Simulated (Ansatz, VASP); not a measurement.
# SiO2 in VASP and in Ansatz

INCAR

```
SYSTEM = SiO2
  PREC = Accurate
  ENCUT = 520
  EDIFF = 1E-6
  ISMEAR = -1
  SIGMA = 0.05
  LREAL = .False.
  LASPH = .True.
  NELM = 60
  ALGO = Normal
  ISIF = 2
  LWAVE = .False.
  LCHARG = .False.
  GGA = PS
  NBANDS = 44
```

KPOINTS

```
regular mesh
0
Gamma
  7 7 7
  0 0 0
```

POSCAR

```
SiO2
1.0
   -2.8378980000      2.8378980000      5.6602100000
    2.8378980000     -2.8378980000      5.6602100000
    2.8378980000      2.8378980000     -5.6602100000
Si O
4 8
Direct
    0.8750000000      0.2636180000      0.8886180000
    0.0136180000      0.6250000000      0.8886180000
    0.7363820000      0.1250000000      0.1113820000
    0.3750000000      0.9863820000      0.1113820000
    0.6337270000      0.1337270000      0.5000000000
    0.4678770000      0.9678770000      0.9357540000
    0.0321230000      0.5321230000      0.0642460000
    0.1162730000      0.1162730000      0.0000000000
    0.8837270000      0.8837270000      0.0000000000
    0.8662730000      0.3662730000      0.5000000000
    0.2821230000      0.7178770000      0.0000000000
    0.7178770000      0.2821230000      0.0000000000
```

File input.yaml:

```yaml
crystal:
  lattice:
    - [-2.837898, 2.837898, 5.66021]
    - [2.837898, -2.837898, 5.66021]
    - [2.837898, 2.837898, -5.66021]
  atoms:
    - { symbol: Si, position: [0.875, 0.263618, 0.888618] }
    - { symbol: Si, position: [0.013618, 0.625, 0.888618] }
    - { symbol: Si, position: [0.736382, 0.125, 0.111382] }
    - { symbol: Si, position: [0.375, 0.986382, 0.111382] }
    - { symbol: O, position: [0.633727, 0.133727, 0.5] }
    - { symbol: O, position: [0.467877, 0.967877, 0.935754] }
    - { symbol: O, position: [0.032123, 0.532123, 0.064246] }
    - { symbol: O, position: [0.116273, 0.116273, 0.0] }
    - { symbol: O, position: [0.883727, 0.883727, 0.0] }
    - { symbol: O, position: [0.866273, 0.366273, 0.5] }
    - { symbol: O, position: [0.282123, 0.717877, 0.0] }
    - { symbol: O, position: [0.717877, 0.282123, 0.0] }
hamiltonian:
  xc: pbesol
  pseudopotentials: { kind: paw }
kpoints:
  mp_grid: { grid: [7, 7, 7] }
  band_path:
    path:
      - [[0.0, 0.0, 0.0], [0.0, 0.0, 0.5], [-0.1256893498, 0.1256893498, 0.5], [-0.3128446749, 0.3128446749, 0.3128446749], [0.0, 0.0, 0.0], [0.5, 0.5, -0.5], [0.3128446749, 0.6871553251, -0.3128446749], [0.0, 0.5, 0.0], [0.25, 0.25, 0.25], [0.5, 0.5, -0.1256893498], [0.5, 0.5, -0.5]]
      - [[0.0, 0.0, 0.5], [0.25, 0.25, 0.25]]
    npoints: 10
scf:
  occupations: { method: fermi_dirac, width: 0.05 }
  n_extra_bands: 30
output:
  forces: true
  stress: true
  eigenvalues: true
  fatbands: false
```

Alike in both runs: functional PBEsol; k mesh 7 × 7 × 7; occupations fermi-dirac, width 0.05 eV; no spin polarisation.

```csv
,VASP,Ansatz
version,VASP 6.6.1,Ansatz 0.2.0
potentials or method,"VASP PAW PBE potentials, release 64 (Si, O)",Ansatz PAW
plane-wave cutoff (eV),520,420
valence electrons in the cell,64,64
task,single point,band structure
```

VASP gave:

* gap on the k mesh at the Fermi level (eV): 4.82
* least direct gap on the mesh (eV): 4.82
* pressure (GPa): -1.8
* traceless stress, the component that is largest in VASP (GPa): -0.60
* rms of the force components (eV/Å): 0.051

**Question.** Which values does Ansatz return?

**Answer.** gap on the k mesh at the Fermi level (eV): 4.82; least direct gap on the mesh (eV): 4.82; pressure (GPa): -2.3; traceless stress, the component that is largest in VASP (GPa): -0.82; rms of the force components (eV/Å): 0.064.

VASP's potentials were made for PBE, not for PBEsol. Atom by atom the forces differ by 0.014 eV/Å (rms over components).
